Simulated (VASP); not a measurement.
# Ti3Se (Fm-3m) in VASP: notebook

Ti3Se is run at these levels: PBE; tasks: single point, relaxation of cell and atoms.

All numbers are computed with VASP 6.6.1; they aren't measurements. Logs are shortened: lines on timing, memory, paths and dates and some standing lists are left out, and cuts for length are marked.

## (1) The cell of the first run

Symmetry: Fm-3m, No. 225, cubic system. Conventional cell: a = 6.348 Å, b = 6.348 Å, c = 6.348 Å, α = 90.00°, β = 90.00°, γ = 90.00°. Ti (site symmetry -43m) has 10 Ti at 2.75 to 3.17 Å and 4 Se at 2.75 Å within 3.6 Å. Ti (site symmetry m-3m) has 8 Ti at 2.75 Å and 6 Se at 3.17 Å within 3.6 Å. Within 3.6 Å of Se (site symmetry m-3m) lie 14 Ti at 2.75 to 3.17 Å.

## (2) Single point, PBE

INCAR reads:

```
SYSTEM = Ti3Se
PREC     = Accurate       ! precision mode
ENCUT    = 520            ! plane-wave cutoff, eV
EDIFF    = 1E-7           ! SCF threshold, eV
ISMEAR   = 0              ! smearing method
SIGMA    = 0.1            ! smearing width, eV
LREAL    = .FALSE.        ! projectors in reciprocal space
LASPH    = .TRUE.         ! aspherical terms in the spheres
NELM     = 100            ! most SCF steps
ALGO     = Normal         ! electronic algorithm
ISIF     = 2              ! what is computed and relaxed
LWAVE    = .FALSE.        ! write WAVECAR
LCHARG   = .FALSE.        ! write CHGCAR
GGA      = PE             ! functional
NBANDS   = 29             ! bands
```

KPOINTS reads:

```
Automatic mesh
0
G
  12 12 12
  0 0 0
```

POSCAR reads:

```
Ti3Se
1.0
    0.0000000000      3.1739658692      3.1739658692
    3.1739658692      0.0000000000      3.1739658692
    3.1739658692      3.1739658692      0.0000000000
Ti Se
3 1
Direct
    0.2500000000      0.2500000000      0.2500000000
    0.7500000000      0.7500000000      0.7500000000
    0.5000000000      0.5000000000      0.5000000000
    0.0000000000      0.0000000000      0.0000000000
```

Potentials or basis: VASP PAW PBE potentials, release 64 (Ti_sv, Se).

On the command line:

```bash
$ cat potpaw_PBE.64/Ti_sv/POTCAR potpaw_PBE.64/Se/POTCAR > POTCAR
$ mpirun -np 1 vasp_std > vasp.out
```

OUTCAR:

```text
SYSTEM = Ti3Se
   PREC = Accurate
   ENCUT = 520
   EDIFF = 1E-7
   ISMEAR = 0
   LREAL = .FALSE.
   LASPH = .TRUE.
   NELM = 100
   ISIF = 2
   GGA = PE

 ion  position               nearest neighbor table
   1  0.250  0.250  0.250-   4 2.75   4 2.75   4 2.75   3 2.75   4 2.75   3 2.75   3 2.75   3 2.75

   2  0.750  0.750  0.750-   3 2.75   3 2.75   3 2.75   3 2.75   4 2.75   4 2.75   4 2.75   4 2.75

   3  0.500  0.500  0.500-   1 2.75   1 2.75   1 2.75   1 2.75   2 2.75   2 2.75   2 2.75   2 2.75

   4  0.000  0.000  0.000-   2 2.75   2 2.75   2 2.75   1 2.75   2 2.75   1 2.75   1 2.75   1 2.75

  LATTYP: Found a face centered cubic cell.
 ALAT       =     6.3479317384

  Lattice vectors:

 A1 = (   0.0000000000,   3.1739658692,   3.1739658692)
 A2 = (   3.1739658692,   0.0000000000,   3.1739658692)
 A3 = (   3.1739658692,   3.1739658692,   0.0000000000)

Analysis of symmetry for initial positions (statically):
=====================================================================
 Subroutine PRICEL returns:
 Original cell was already a primitive cell.

 Routine SETGRP: Setting up the symmetry group for a
 face centered cubic supercell.

 Subroutine GETGRP returns: Found 48 space group operations
 (whereof 48 operations were pure point group operations)
 out of a pool of 48 trial point group operations.

The static configuration has the point symmetry O_h .

Analysis of symmetry for dynamics (positions and initial velocities):
=====================================================================
 Subroutine PRICEL returns:
 Original cell was already a primitive cell.

 Routine SETGRP: Setting up the symmetry group for a
 face centered cubic supercell.

 Subroutine GETGRP returns: Found 48 space group operations
 (whereof 48 operations were pure point group operations)
 out of a pool of 48 trial point group operations.

The dynamic configuration has the point symmetry O_h .

 Subroutine INISYM returns: Found 48 space group operations
 (whereof 48 operations are pure point group operations),
 and found     1 'primitive' translations

----------------------------------------------------------------------------------------

                                     Primitive cell

  volume of cell :      63.9494

  direct lattice vectors                    reciprocal lattice vectors
[... 90 lines left out ...]
   NELM   =    100;   NELMIN=  2; NELMDL= -5     # of ELM steps
   EDIFF  = 0.1E-06   stopping-criterion for ELM
   LREAL  =      F    real-space projection
   EDIFFG = 0.1E-05   stopping-criterion for IOM
   NSW    =      0    number of steps for IOM
   IBRION =     -1    ionic relax: 0-MD 1-quasi-New 2-CG
   NFREE  =      0    steps in history (QN), initial steepest desc. (CG)
   ISIF   =      2    stress and relaxation
   ISYM   =      2    0-nonsym 1-usesym 2-fastsym
   POTIM  = 0.5000    time-step for ionic-motion
   TEBEG  =    0.0;   TEEND  =   0.0 temperature during run
   PSTRESS=    0.0 pullay stress
   NELECT =      42.0000    total number of electrons
   NUPDOWN=      -1.0000    fix difference up-down
   EMIN   =  10.00;   EMAX   =-10.00  energy-range for DOS
   EFERMI =   0.00;   METHOD = LEGACY
   ISMEAR =     0;   SIGMA  =   0.10  broadening in eV -4-tet -1-fermi 0-gaus
   EFERMI_NEDOS =   21; number of points for ismear=-14 and -15
   IALGO  =     38    algorithm
   IMIX   =      4    mixing-type and parameters
     AMIX     =   0.40;   BMIX     =  1.00
     AMIX_MAG =   1.60;   BMIX_MAG =  1.00
  volume/ion in A,a.u.               =      15.99       107.89
  Fermi-wavevector in a.u.,A,eV,Ry     =   1.423024  2.689126 27.551776  2.024998
  Thomas-Fermi vector in A             =   2.543666
   LORBIT       =      0    0 simple, 1 ext, 2 COOP (PROOUT), +10 PAW based schemes
   GGA     = PE    functional components
   LHFCALC =     F    Hartree Fock is set to
   AEXX    =    0.0000 exact exchange contribution
   IVDW    =     0    specifies the selected vdW correction
   LEPSILON=     F    determine dielectric tensor
   LRPA    =     F    only Hartree local field effects (RPA)
 non-spin polarized calculation
 Gauss-broadening in eV      SIGMA  =   0.10
  energy-cutoff  :      520.00
  volume of cell :       63.95
 maximum number of plane-waves:      1759
 NGX is ok and might be reduce to    36
   NGX = 17   NGY = 17   NGZ = 17

 number of electron      42.0000004 magnetization

 Free energy of the ion-electron system (eV)
  ---------------------------------------------------
  ext. energy  EPLUGINS =         0.00000000
  ---------------------------------------------------
  free energy    TOTEN  =       -27.29416668 eV

  energy without entropy =      -27.26769838  energy(sigma->0) =      -27.28093253

 E-fermi :   9.5430     XC(G=0): -11.8139

 val. band max:        9.5427717567   @ k =  -0.4167   0.3333   0.1667
 cond. band min:       9.5476298163   @ k =  -0.4167   0.4167   0.1667
 fundamental gap:      0.0048580597
 Fermi energy:         9.5429705604

 k-point     1 :       0.0000    0.0000    0.0000
  band No.  band energies     occupation
      1     -47.0842      2.00000
      2     -47.0182      2.00000
      3     -46.4536      2.00000
      4     -23.4298      2.00000
      5     -23.4298      2.00000
      6     -23.4298      2.00000
[... 757 lines left out ...]
     28      12.2634      0.00000
     29      12.2894      0.00000

 [... further k-points ...]

------------------------ aborting loop because EDIFF is reached ----------------------------------------

  FORCE on cell =-STRESS in cart. coord.  units (eV):
  Direction    XX          YY          ZZ          XY          YZ          ZX
  --------------------------------------------------------------------------------------
  -------------------------------------------------------------------------------------
  Total        0.0146649      0.0146649      0.0146649     -0.0000000      0.0000000      0.0000000
  in kB        0.3674124      0.3674124      0.3674124     -0.0000000      0.0000000      0.0000000
  external PRESSURE =       0.3674124 kB  Pullay stress =       0.0000000 kB

 VOLUME and BASIS-vectors are now :
 -----------------------------------------------------------------------------
  energy-cutoff  :      520.00
  volume of cell :       63.95
      direct lattice vectors                 reciprocal lattice vectors
     0.000000000  3.173965869  3.173965869    -0.157531625  0.157531625  0.157531625
     3.173965869  0.000000000  3.173965869     0.157531625 -0.157531625  0.157531625
     3.173965869  3.173965869  0.000000000     0.157531625  0.157531625 -0.157531625

 POSITION                                       TOTAL-FORCE (eV/Angst)
 -----------------------------------------------------------------------------------
      1.58698      1.58698      1.58698         0.000000     -0.000000      0.000000
      4.76095      4.76095      4.76095        -0.000000      0.000000     -0.000000
      3.17397      3.17397      3.17397        -0.000000     -0.000000     -0.000000
      0.00000      0.00000      0.00000        -0.000000     -0.000000     -0.000000
 -----------------------------------------------------------------------------------
    total drift:                                0.000000      0.000000      0.000000

  FREE ENERGIE OF THE ION-ELECTRON SYSTEM (eV)
  ---------------------------------------------------
  free  energy   TOTEN  =       -27.2941666834 eV

  energy  without entropy=      -27.2676983811  energy(sigma->0) =      -27.28093253
```

OSZICAR:

```text
N       E                     dE             d eps       ncg     rms          rms(c)
DAV:   1     0.517586332104E+03    0.51759E+03   -0.21644E+04  4184   0.176E+03
DAV:   2     0.333561171598E+02   -0.48423E+03   -0.47388E+03  4201   0.520E+02
DAV:   3    -0.226258644529E+02   -0.55982E+02   -0.54401E+02  6802   0.153E+02
DAV:   4    -0.288813751879E+02   -0.62555E+01   -0.60735E+01  6441   0.447E+01
DAV:   5    -0.291668073332E+02   -0.28543E+00   -0.28457E+00  5848   0.833E+00    0.157E+01
DAV:   6    -0.277340213855E+02    0.14328E+01   -0.14837E+01  5957   0.377E+01    0.681E+00
DAV:   7    -0.277968196913E+02   -0.62798E-01   -0.11281E+01  5975   0.204E+01    0.737E+00
DAV:   8    -0.272765300506E+02    0.52029E+00   -0.41309E+00  5792   0.131E+01    0.244E+00
DAV:   9    -0.272875438170E+02   -0.11014E-01   -0.20851E-01  5328   0.311E+00    0.798E-01
DAV:  10    -0.272931817382E+02   -0.56379E-02   -0.23389E-02  6156   0.110E+00    0.323E-01
DAV:  11    -0.272942548211E+02   -0.10731E-02   -0.26392E-03  5356   0.396E-01    0.641E-02
DAV:  12    -0.272941703047E+02    0.84516E-04   -0.28349E-04  6227   0.107E-01    0.418E-02
DAV:  13    -0.272941688290E+02    0.14756E-05   -0.18754E-05  5183   0.369E-02    0.202E-02
DAV:  14    -0.272941662470E+02    0.25820E-05   -0.95371E-06  4881   0.265E-02    0.331E-03
DAV:  15    -0.272941666197E+02   -0.37270E-06   -0.69385E-07  6096   0.557E-03    0.153E-03
DAV:  16    -0.272941666834E+02   -0.63692E-07   -0.29726E-08  3099   0.144E-03
   1 F= -.27294167E+02 E0= -.27280933E+02  d E =-.264683E-01
```

Run time: 2.4 min. Hardware: 1 thread of AMD EPYC 7R13 (Zen 3), shared host; peak memory 0.24 GiB.

What came out:

- Free energy: -27.2942 eV
- Pressure: 0.0 GPa
- Band gap on the k mesh: zero (band 21 reaches 9.71 eV, above the bottom of band 22 at 9.23 eV)

## (3) Relaxation of cell and atoms, PBE

INCAR reads:

```
SYSTEM = Ti3Se
PREC = Accurate
ENCUT = 600
EDIFF = 1E-7
ISMEAR = 0
SIGMA = 0.1
LREAL = .False.
LASPH = .True.
NELM = 100
ALGO = Normal
ISIF = 3
LWAVE = .False.
LCHARG = .False.
GGA = PE
IBRION = 2
NSW = 100
EDIFFG = -0.01
```

KPOINTS reads:

```
Automatic mesh
0
Gamma
  12 12 12
  0 0 0
```

POSCAR is that of step 2.

Potentials or basis: VASP PAW PBE potentials, release 64 (Ti_sv, Se).

On the command line:

```bash
$ cat potpaw_PBE.64/Ti_sv/POTCAR potpaw_PBE.64/Se/POTCAR > POTCAR
$ mpirun -np 1 vasp_std > vasp.out
```

It took 2.2 min on 1 thread of AMD EPYC 7R13 (Zen 3), shared host; peak memory 0.25 GiB.

The run converged. Its results:

* Free energy: -27.2944 eV
* Pressure after relaxing: 0.0 GPa
* Band gap on the k mesh: zero (band 21 reaches 9.71 eV, above the bottom of band 22 at 9.23 eV)

Final structure:
```
Ti Se
1.0
     0.00000    3.17397    3.17397
     3.17397    0.00000    3.17397
     3.17397    3.17397    0.00000
Ti Se
3 1
Direct
  0.25000 0.25000 0.25000
  0.75000 0.75000 0.75000
  0.50000 0.50000 0.50000
  0.00000 0.00000 0.00000
```

Levels at points of the mesh, in eV from the Fermi level:
```
           k point  band 19  band 20  band 21  band 22  band 23  band 24
(0.00, 0.00, 0.00)    -2.17    -0.23    -0.23    -0.23     1.98     1.98
(0.50, 0.00, 0.00)    -0.66    -0.52    -0.52    -0.19     0.64     0.64
(0.50, 0.50, 0.00)    -0.56    -0.37    -0.37     0.94     0.94     0.98
```

Caveat: the relaxation stopped at its first step, so nothing moved.

## (4) Single point, PBE, collinear spin, ferromagnetic start

This run uses another cell than the first one, of 16.25 Å³/atom, 1.016 times its volume.

INCAR reads:

```
SYSTEM = Ti3Se
ALGO = Normal
EDIFF = 1E-6
ENCUT = 520
GGA = PE
ISIF = 2
ISMEAR = 0
ISPIN = 2
LASPH = .True.
LCHARG = .False.
LMAXMIX = 4
LORBIT = 11
LREAL = .False.
LWAVE = .False.
MAGMOM = 1 1 1 0
NBANDS = 33
NELM = 150
PREC = Accurate
SIGMA = 0.1
```

KPOINTS reads:

```
k-points
0
Gamma
  4 4 4
  0 0 0
```

POSCAR reads:

```
Ti3Se
1.0
    0.0000000000      3.1909792735      3.1909792735
    3.1909792735      0.0000000000      3.1909792735
    3.1909792735      3.1909792735      0.0000000000
Ti Se
3 1
Direct
    0.2500000000      0.2500000000      0.2500000000
    0.5000000000      0.5000000000      0.5000000000
    0.7500000000      0.7500000000      0.7500000000
    0.0000000000      0.0000000000      0.0000000000
```

On the command line:

```bash
$ cat potpaw_PBE.64/Ti_sv/POTCAR potpaw_PBE.64/Se/POTCAR > POTCAR
$ mpirun -np 1 vasp_std > vasp.out
```

Wall time 44 s (1 thread of Intel Xeon Platinum 8488C (Sapphire Rapids), shared host); peak memory 0.24 GiB.

The run converged. Its results:

```
Free energy                                           : -27.3182 eV
Pressure                                              : -0.1 GPa
Net moment                                            : 0.57 μB per cell
Site moments                                          : Ti +0.09, +0.25; Se -0.00 μB
Valence electrons inside the program's atomic spheres : Ti 10.33, 10.44; Se 3.80
```

Levels at points of the mesh, in eV from the Fermi level:
Spin up:
| k point | band 19 | band 20 | band 21 | band 22 | band 23 | band 24 |
| --- | --- | --- | --- | --- | --- | --- |
| (0.00, 0.00, 0.00) | -2.14 | -0.30 | -0.30 | -0.30 | 1.95 | 1.95 |
| (0.50, 0.00, 0.00) | -0.69 | -0.50 | -0.50 | -0.21 | 0.65 | 0.65 |
| (0.50, 0.50, 0.00) | -0.50 | -0.42 | -0.42 | 0.90 | 0.90 | 0.94 |
Spin down:
| k point | band 19 | band 20 | band 21 | band 22 | band 23 | band 24 |
| --- | --- | --- | --- | --- | --- | --- |
| (0.00, 0.00, 0.00) | -2.06 | -0.09 | -0.09 | -0.09 | 2.05 | 2.05 |
| (0.50, 0.00, 0.00) | -0.52 | -0.41 | -0.41 | -0.10 | 0.74 | 0.74 |
| (0.50, 0.50, 0.00) | -0.46 | -0.22 | -0.22 | 1.04 | 1.04 | 1.07 |

Caveat: the k points lie up to 0.43 Å⁻¹ apart.

## (5) Single point, PBE, collinear spin, ferromagnetic start

This run uses another cell than the first one, of 23.68 Å³/atom, 1.481 times its volume.

INCAR reads:

```
PREC = Accurate
ENCUT = 520
EDIFF = 1E-6
ISMEAR = 0
SIGMA = 0.1
LREAL = False
LASPH = True
NELM = 150
ALGO = Normal
ISIF = 2
LWAVE = False
LCHARG = False
ISPIN = 2
MAGMOM = 1 1 1 0
LORBIT = 11
LMAXMIX = 4
GGA = PE
NBANDS = 33
```

KPOINTS reads:

```
Automatic mesh
0
Gamma
  4 4 4
```

POSCAR reads:

```
Ti3Se
1.0
    0.0000000000      3.6182327400      3.6182327400
    3.6182327400      0.0000000000      3.6182327400
    3.6182327400      3.6182327400      0.0000000000
Ti Se
3 1
Direct
    0.2500000000      0.2500000000      0.2500000000
    0.5000000000      0.5000000000      0.5000000000
    0.7500000000      0.7500000000      0.7500000000
    0.0000000000      0.0000000000      0.0000000000
```

On the command line:

```bash
$ cat potpaw_PBE.64/Ti_sv/POTCAR potpaw_PBE.64/Se/POTCAR > POTCAR
$ mpirun -np 1 vasp_std > vasp.out
```

It took 74 s on 1 thread of Intel Xeon Platinum 8488C (Sapphire Rapids), shared host; peak memory 0.29 GiB.

It converged, with:

```
Free energy                                           : -25.1232 eV
Pressure                                              : -16.4 GPa
Net moment                                            : 2.92 μB per cell
Site moments                                          : Ti +0.37, +1.25; Se -0.02 μB
Valence electrons inside the program's atomic spheres : Ti 10.01, 10.09; Se 3.64
```

Levels at points of the mesh, in eV from the Fermi level:
Spin up:
```tsv
k point	band 18	band 19	band 20	band 21	band 22	band 23	band 24	band 25	band 26	band 27
(0.00, 0.00, 0.00)	-1.28	-1.28	-0.70	-0.70	-0.70	0.99	0.99	0.99	1.07	1.07
(0.50, 0.00, 0.00)	-1.00	-0.79	-0.79	-0.50	-0.50	0.36	0.36	0.48	0.68	0.82
(0.50, 0.50, 0.00)	-1.93	-0.63	-0.63	-0.22	-0.03	0.20	0.20	0.47	1.01	1.24
```
Spin down:
| k point | band 17 | band 18 | band 19 | band 20 | band 21 | band 22 |
| --- | --- | --- | --- | --- | --- | --- |
| (0.00, 0.00, 0.00) | -2.77 | -0.97 | -0.97 | 0.37 | 0.37 | 0.37 |
| (0.50, 0.00, 0.00) | -0.59 | -0.17 | -0.10 | -0.10 | 0.01 | 0.01 |
| (0.50, 0.50, 0.00) | -1.61 | -1.36 | -0.12 | 0.31 | 0.31 | 0.63 |

Caveat: the k points lie up to 0.38 Å⁻¹ apart.

## (6) Overview

| task | spin | cell | k mesh | cutoff (eV) | gap on the mesh (eV) | pressure (GPa) | moment (μB) |
| --- | --- | --- | --- | --- | --- | --- | --- |
| single point | off | a = 4.489 Å, angles 60.0°, 4 atoms | 12 × 12 × 12 | 520 | none | 0.0 | - |
| relaxation of cell and atoms | off | relaxed from a = 4.489 Å, angles 60.0°, 4 atoms | 12 × 12 × 12 | 600 | none | 0.0 | - |
| single point | collinear, ferromagnetic start | a = 4.513 Å, angles 60.0°, 4 atoms | 4 × 4 × 4 | 520 | none | -0.1 | 0.57 |
| single point | collinear, ferromagnetic start | a = 5.117 Å, angles 60.0°, 4 atoms | 4 × 4 × 4 | 520 | none | -16.4 | 2.92 |

Alike in all rows: level PBE; potentials or basis VASP PAW PBE potentials, release 64 (Ti_sv, Se); smearing gaussian 0.1 eV.

Caveats: some runs use coarse meshes; the relaxation stopped at its first step, so nothing moved (some runs).

Absolute energies hang on the potentials; compare differences alone.
